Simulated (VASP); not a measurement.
Set up this calculation in VASP 6.6.1, as the native input.

```
Task                   : single point
Functional             : PBE
Potentials or basis    : VASP PAW PBE potentials, release 64 (Cd, O)
Cutoff                 : 600 eV
k mesh                 : 8 × 8 × 8
Occupations            : fermi-dirac, width 0.02 eV
Spin                   : no spin polarisation
Dipole correction      : no
Further INCAR settings : ALGO = Normal; EDIFF = 1e-06; NBANDS = 16
```

The structure of CdO lies in POSCAR:

```
CdO
1.0
    0.0000000000      2.3599241783      2.3599241783
    2.3599241783      0.0000000000      2.3599241783
    2.3599241783      2.3599241783      0.0000000000
Cd O
1 1
Direct
    0.0000000000      0.0000000000      0.0000000000
    0.5000000000      0.5000000000      0.5000000000
```

The input as run:

INCAR

```
SYSTEM = CdO
PREC     = Accurate       ! precision mode
ENCUT    = 600            ! plane-wave cutoff, eV
EDIFF    = 1E-6           ! SCF threshold, eV
ISMEAR   = -1             ! smearing method
SIGMA    = 0.02           ! smearing width, eV
LREAL    = .FALSE.        ! projectors in reciprocal space
LASPH    = .TRUE.         ! aspherical terms in the spheres
NELM     = 120            ! most SCF steps
ALGO     = Normal         ! electronic algorithm
ISIF     = 2              ! what is computed and relaxed
LWAVE    = .FALSE.        ! write WAVECAR
LCHARG   = .FALSE.        ! write CHGCAR
GGA      = PE             ! functional
NBANDS   = 16             ! bands
GGA_COMPAT= .FALSE.
```

KPOINTS

```
regular mesh
0
G
  8 8 8
  0 0 0
```

Potentials or basis: VASP PAW PBE potentials, release 64 (Cd, O).

The run is started by

```bash
$ cat potpaw_PBE.64/Cd/POTCAR potpaw_PBE.64/O/POTCAR > POTCAR
$ mpirun -np 1 vasp_std > vasp.out
```

It gave:

```json
{"Pressure": "5.3 GPa", "Band gap on the k mesh": "zero (bands 9 and 10 overlap by 0.45 eV)"}
```

Caveat: the cell stands under pressure; semilocal functionals underestimate gaps, so a narrow gap can read as zero.

Run time: 18 s on 1 thread of Intel(R) Xeon(R) Platinum 8375C CPU @ 2.90GHz (Ice Lake), on a shared host, peak memory 0.16 GiB.
